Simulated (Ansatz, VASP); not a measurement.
# One calculation of CeO2, two programs

File INCAR:

```
PREC = Accurate ; ENCUT = 520
EDIFF = 1E-6 ; ISMEAR = 0
SIGMA = 0.05 ; LREAL = False
LASPH = True ; NELM = 150
ALGO = Normal ; ISIF = 2
LWAVE = False ; LCHARG = False
LMAXMIX = 6 ; LDAU = True
LDAUTYPE = 2 ; LDAUL = 3 -1
LDAUU = 5 0 ; LDAUJ = 0 0
LDAUPRINT = 1 ; GGA = PE
NBANDS = 19
```

The input KPOINTS:

```
Automatic mesh
0
Gamma
  12 12 12
```

File POSCAR:

```
CeO2
1.0
    0.0000000000      2.7359130209      2.7359130209
    2.7359130209      0.0000000000      2.7359130209
    2.7359130209      2.7359130209      0.0000000000
Ce O
1 2
Direct
    0.0000000000      0.0000000000      0.0000000000
    0.2500000000      0.2500000000      0.2500000000
    0.7500000000      0.7500000000      0.7500000000
```

Input for Ansatz:

```yaml
crystal:
  lattice:
    - [0.0, 2.7359130209, 2.7359130209]
    - [2.7359130209, 0.0, 2.7359130209]
    - [2.7359130209, 2.7359130209, 0.0]
  atoms:
    - { symbol: Ce, position: [0.0, 0.0, 0.0] }
    - { symbol: O, position: [0.25, 0.25, 0.25] }
    - { symbol: O, position: [0.75, 0.75, 0.75] }
basis:
  ecutwfc: 420
  ecutrho_ratio: 4
kpoints:
  mp_grid: { grid: [12, 12, 12] }
hamiltonian:
  xc: pbe
  hubbard: { sites: [{ species: Ce, l: f, u_eff: 5.0 }] }
scf:
  occupations: { method: gaussian, width: 0.05 }
output:
  forces: true
  stress: true
  eigenvalues: true
  populations: true
  hubbard: { sites: [{ species: Ce, l: f }] }
```

Alike in both runs: task single point; functional PBE; k mesh 12 × 12 × 12; occupations gaussian, width 0.05 eV; no spin polarisation; Hubbard terms Ce f U = 5.0 eV.

|  | VASP | Ansatz |
| --- | --- | --- |
| version | VASP 6.6.1 | Ansatz 0.2.0 |
| potentials or method | VASP PAW PBE potentials, release 64 (Ce, O), cutoff 520 eV | scalar-relativistic, plane waves, PAW |
| valence electrons in the cell | 24 | 24 |

```csv
,VASP,Ansatz,Ansatz less VASP
gap on the k mesh at the Fermi level (eV),2.30,2.27,-0.037
least direct gap on the mesh (eV),2.50,2.42,-0.081
pressure (GPa),3.0,0.0,-3.05
```

The programs project onto different local orbitals, so the same U acts differently, and such runs can settle in different states.

Neither program's run includes spin-orbit coupling.
